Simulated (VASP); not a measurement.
# Bi (R-3m) in VASP: settings compared

The runs below take Bi through single point, relaxation of cell and atoms, with LDA, PBE+D4.

Program: VASP 6.6.1. These are calculated values, not measurements. Logs are shortened: lines on timing, memory, paths and dates and some standing lists are left out, and cuts for length are marked.

## (1) The cell of the first run

Symmetry: R-3m, No. 166, trigonal system. The conventional cell has a = 4.495 Å, b = 4.495 Å, c = 11.480 Å, α = 90.00°, β = 90.00°, γ = 120.00°. Within 4.0 Å of Bi (site symmetry 3m) lie 6 Bi at 3.06 to 3.41 Å.

## (2) Single point, LDA

INCAR reads:

```
PREC = Accurate
ENCUT = 500
EDIFF = 1E-6
ISMEAR = -1
SIGMA = 0.1
LREAL = False
LASPH = True
NELM = 120
ALGO = Normal
ISIF = 2
LWAVE = False
LCHARG = False
GGA = CA
NBANDS = 22
GGA_COMPAT = False
```

KPOINTS reads:

```
Automatic mesh
0
Gamma
  10 10 10
```

POSCAR reads:

```
Bi
1.0
    2.2476756449      1.2976961387      3.8267303852
   -2.2476756449      1.2976961387      3.8267303852
    0.0000000000     -2.5953922773      3.8267303852
Bi
2
Direct
    0.2372424014      0.2372424014      0.2372424014
    0.7627575986      0.7627575986      0.7627575986
```

Potentials or basis: VASP PAW LDA potentials, release 64 (Bi_d).

On the command line:

```sh
> cat potpaw_LDA.64/Bi_d/POTCAR > POTCAR
> mpirun -np 1 vasp_std > vasp.out
```

OUTCAR:

```text
PREC = Accurate
   ENCUT = 500
   EDIFF = 1E-6
   ISMEAR = -1
   LREAL = False
   LASPH = True
   NELM = 120
   ISIF = 2
   GGA = CA

 ion  position               nearest neighbor table
   1  0.237  0.237  0.237-   2 3.06   2 3.06   2 3.06   2 3.41   2 3.41   2 3.41
   2  0.763  0.763  0.763-   1 3.06   1 3.06   1 3.06   1 3.41   1 3.41   1 3.41

  LATTYP: Found a trigonal (rhomboedric) cell.
 ALAT       =     4.6238432623
 COS(alpha) =     0.5274028841

  Lattice vectors:

 A1 = (   2.2476756449,   1.2976961387,   3.8267303852)
 A2 = (  -2.2476756449,   1.2976961387,   3.8267303852)
 A3 = (   0.0000000000,  -2.5953922773,   3.8267303852)

Analysis of symmetry for initial positions (statically):
=====================================================================
 Subroutine PRICEL returns:
 Original cell was already a primitive cell.

 Routine SETGRP: Setting up the symmetry group for a
 trigonal (rhombohedral) supercell.

 Subroutine GETGRP returns: Found 12 space group operations
 (whereof 12 operations were pure point group operations)
 out of a pool of 12 trial point group operations.

The static configuration has the point symmetry D_3d.

Analysis of symmetry for dynamics (positions and initial velocities):
=====================================================================
 Subroutine PRICEL returns:
 Original cell was already a primitive cell.

 Routine SETGRP: Setting up the symmetry group for a
 trigonal (rhombohedral) supercell.

 Subroutine GETGRP returns: Found 12 space group operations
 (whereof 12 operations were pure point group operations)
 out of a pool of 12 trial point group operations.

The dynamic configuration has the point symmetry D_3d.

 Subroutine INISYM returns: Found 12 space group operations
 (whereof 12 operations are pure point group operations),
 and found     1 'primitive' translations

----------------------------------------------------------------------------------------

                                     Primitive cell

  volume of cell :      66.9708

  direct lattice vectors                    reciprocal lattice vectors
     2.247675645  1.297696139  3.826730385     0.222452026  0.128432737  0.087106564
    -2.247675645  1.297696139  3.826730385    -0.222452026  0.128432737  0.087106564
[... 78 lines left out ...]
   ICHARG =      2    charge: 1-file 2-atom 10-const
   ISPIN  =      1    spin polarized calculation?
   LNONCOLLINEAR =      F non collinear calculations
   LSORBIT =      F    spin-orbit coupling
   LASPH  =      T    aspherical Exc in radial PAW
   ENCUT  =  500.0 eV  36.75 Ry    6.06 a.u.   8.43  8.43  8.43*2*pi/ulx,y,z
   NELM   =    120;   NELMIN=  2; NELMDL= -5     # of ELM steps
   EDIFF  = 0.1E-05   stopping-criterion for ELM
   LREAL  =      F    real-space projection
   EDIFFG = 0.1E-04   stopping-criterion for IOM
   NSW    =      0    number of steps for IOM
   IBRION =     -1    ionic relax: 0-MD 1-quasi-New 2-CG
   NFREE  =      0    steps in history (QN), initial steepest desc. (CG)
   ISIF   =      2    stress and relaxation
   ISYM   =      2    0-nonsym 1-usesym 2-fastsym
   POTIM  = 0.5000    time-step for ionic-motion
   TEBEG  =    0.0;   TEEND  =   0.0 temperature during run
   PSTRESS=    0.0 pullay stress
   NELECT =      30.0000    total number of electrons
   NUPDOWN=      -1.0000    fix difference up-down
   EMIN   =  10.00;   EMAX   =-10.00  energy-range for DOS
   EFERMI =   0.00;   METHOD = LEGACY
   ISMEAR =    -1;   SIGMA  =   0.10  broadening in eV -4-tet -1-fermi 0-gaus
   EFERMI_NEDOS =   21; number of points for ismear=-14 and -15
   IALGO  =     38    algorithm
   IMIX   =      4    mixing-type and parameters
     AMIX     =   0.40;   BMIX     =  1.00
     AMIX_MAG =   1.60;   BMIX_MAG =  1.00
  volume/ion in A,a.u.               =      33.49       225.97
  Fermi-wavevector in a.u.,A,eV,Ry     =   1.252622  2.367112 21.348379  1.569062
  Thomas-Fermi vector in A             =   2.386513
   LORBIT       =      0    0 simple, 1 ext, 2 COOP (PROOUT), +10 PAW based schemes
   GGA     = CA    functional components
   LHFCALC =     F    Hartree Fock is set to
   AEXX    =    0.0000 exact exchange contribution
   IVDW    =     0    specifies the selected vdW correction
   LEPSILON=     F    determine dielectric tensor
   LRPA    =     F    only Hartree local field effects (RPA)
 non-spin polarized calculation
  energy-cutoff  :      500.00
  volume of cell :       66.97
 maximum number of plane-waves:      1721
 NGX is ok and might be reduce to    36
   NGX = 17   NGY = 17   NGZ = 17

 number of electron      30.0000008 magnetization

 Free energy of the ion-electron system (eV)
  ---------------------------------------------------
  ext. energy  EPLUGINS =         0.00000000
  ---------------------------------------------------
  free energy    TOTEN  =        -9.13378924 eV

  energy without entropy =       -9.12206540  energy(sigma->0) =       -9.12792732

 E-fermi :   6.6783     XC(G=0): -10.0371

 val. band max:        6.5715528709   @ k =  -0.4000   0.5000   0.4000
 cond. band min:       6.7193629316   @ k =   0.4000   0.1000   0.1000
 fundamental gap:      0.1478100607
 Fermi energy:         6.6782828281

 k-point     1 :       0.0000    0.0000    0.0000
  band No.  band energies     occupation
      1     -16.2934      2.00000
      2     -16.2934      2.00000
      3     -16.1211      2.00000
      4     -16.1211      2.00000
      5     -16.1096      2.00000
      6     -15.9110      2.00000
[... 589 lines left out ...]
     21      16.0659      0.00000
     22      16.2173      0.00000

 [... further k-points ...]

------------------------ aborting loop because EDIFF is reached ----------------------------------------

  FORCE on cell =-STRESS in cart. coord.  units (eV):
  Direction    XX          YY          ZZ          XY          YZ          ZX
  --------------------------------------------------------------------------------------
  -------------------------------------------------------------------------------------
  Total        0.0504726      0.0504726      0.0430941      0.0000000      0.0000000     -0.0000000
  in kB        1.2074825      1.2074825      1.0309625      0.0000000      0.0000000     -0.0000000
  external PRESSURE =       1.1486425 kB  Pullay stress =       0.0000000 kB

 VOLUME and BASIS-vectors are now :
 -----------------------------------------------------------------------------
  energy-cutoff  :      500.00
  volume of cell :       66.97
      direct lattice vectors                 reciprocal lattice vectors
     2.247675645  1.297696139  3.826730385     0.222452026  0.128432737  0.087106564
    -2.247675645  1.297696139  3.826730385    -0.222452026  0.128432737  0.087106564
     0.000000000 -2.595392277  3.826730385     0.000000000 -0.256865474  0.087106564

 POSITION                                       TOTAL-FORCE (eV/Angst)
 -----------------------------------------------------------------------------------
      0.00000      0.00000      2.72359         0.000000      0.000000      0.023963
      0.00000      0.00000      8.75660         0.000000     -0.000000     -0.023963
 -----------------------------------------------------------------------------------
    total drift:                               -0.000000      0.000000     -0.000000

  FREE ENERGIE OF THE ION-ELECTRON SYSTEM (eV)
  ---------------------------------------------------
  free  energy   TOTEN  =        -9.1337892435 eV

  energy  without entropy=       -9.1220654011  energy(sigma->0) =       -9.12792732
```

OSZICAR:

```text
N       E                     dE             d eps       ncg     rms          rms(c)
DAV:   1     0.305242657418E+03    0.30524E+03   -0.15908E+04  5124   0.163E+03
DAV:   2     0.171335453728E+02   -0.28811E+03   -0.28122E+03  5182   0.435E+02
DAV:   3    -0.824491144428E+01   -0.25378E+02   -0.25107E+02  6166   0.143E+02
DAV:   4    -0.911841522198E+01   -0.87350E+00   -0.87307E+00  6304   0.292E+01
DAV:   5    -0.915533623924E+01   -0.36921E-01   -0.36920E-01  7386   0.539E+00    0.106E+00
DAV:   6    -0.914055075473E+01    0.14785E-01   -0.18934E-02  6662   0.148E+00    0.609E-01
DAV:   7    -0.913386245826E+01    0.66883E-02   -0.11569E-02  6718   0.119E+00    0.105E-01
DAV:   8    -0.913378343028E+01    0.79028E-04   -0.11857E-03  5992   0.410E-01    0.171E-02
DAV:   9    -0.913378943699E+01   -0.60067E-05   -0.52877E-05  7730   0.545E-02    0.689E-03
DAV:  10    -0.913378924351E+01    0.19348E-06   -0.21990E-06  5184   0.134E-02
   1 F= -.91337892E+01 E0= -.91279273E+01  d E =-.117238E-01
```

Wall time 3 min (1 thread of Intel Xeon 8259CL, shared host); peak memory 0.25 GiB.

Results:

```yaml
Free_energy: -9.1338 eV
Pressure: 0.1 GPa
Largest_force: 0.024 eV/Å
Band_gap_on_the_k_mesh: zero (bands 15 and 16 overlap by 0.15 eV)
```

Forces on the atoms (eV/Å):
```
Bi   0.000  0.000  0.024
Bi   0.000  0.000 -0.024
```

Caveat: spin-orbit coupling is left out, which moves the levels of the heavy elements.

## (3) Single point, PBE+D4

This run uses another cell than the first one, of 34.50 Å³/atom.

INCAR reads:

```
SYSTEM = Bi
PREC = Accurate ; ENCUT = 500
EDIFF = 1E-6 ; ISMEAR = -1
SIGMA = 0.1 ; LREAL = .False.
LASPH = .True. ; NELM = 120
ALGO = Normal ; ISIF = 2
LWAVE = .False. ; LCHARG = .False.
GGA = PE ; IVDW = 13
NBANDS = 22 ; GGA_COMPAT = .False.
```

KPOINTS reads:

```
regular mesh
0
Gamma
  10 10 10
  0 0 0
```

POSCAR reads:

```
Bi
1.0
    2.2659845873      1.3082668115      3.8797731570
   -2.2659845873      1.3082668115      3.8797731570
    0.0000000000     -2.6165336229      3.8797731570
Bi
2
Direct
    0.2372465187      0.2372465187      0.2372465187
    0.7627534813      0.7627534813      0.7627534813
```

Potentials or basis: VASP PAW PBE potentials, release 64 (Bi_d).

On the command line:

```sh
> cat potpaw_PBE.64/Bi_d/POTCAR > POTCAR
> mpirun -np 1 vasp_std > vasp.out
```

Wall time 3.3 min (1 thread of Intel Xeon 8259CL, shared host); peak memory 0.28 GiB.

The run converged. Its results:

```
Free energy                : -8.7568 eV
Pressure                   : -0.1 GPa
Largest force              : 0.004 eV/Å
Band gap on the k mesh     : zero (bands 15 and 16 overlap by 0.18 eV)
Dispersion energy per atom : -0.503 eV
```

Forces in eV/Å, atoms in the order of the input:
```
Bi   0.000  0.000  0.004
Bi   0.000  0.000 -0.004
```

Levels at points of the mesh, in eV from the Fermi level:
```
           k point  band 11  band 12  band 13  band 14  band 15  band 16  band 17  band 18  band 19  band 20
(0.00, 0.00, 0.00)   -13.19    -7.44    -1.53    -1.27    -1.27     2.74     3.02     3.02     5.48     5.66
(0.50, 0.00, 0.00)   -11.18   -10.66    -1.15    -1.03    -0.29    -0.28     0.34     0.74     7.71     8.50
(0.50, 0.50, 0.00)   -11.31    -9.44    -4.87    -3.14    -3.01     2.44     5.00     5.34     6.93     9.66
(0.50, 0.50, 0.50)   -11.75   -10.19    -0.83    -0.55    -0.55     0.48     0.48     0.53     7.28     8.97
```

Caveat: spin-orbit coupling is left out, which moves the levels of the heavy elements.

[end of part 1 of 3]

The gap in the log of VASP goes by the Fermi energy; the results here count the filled bands.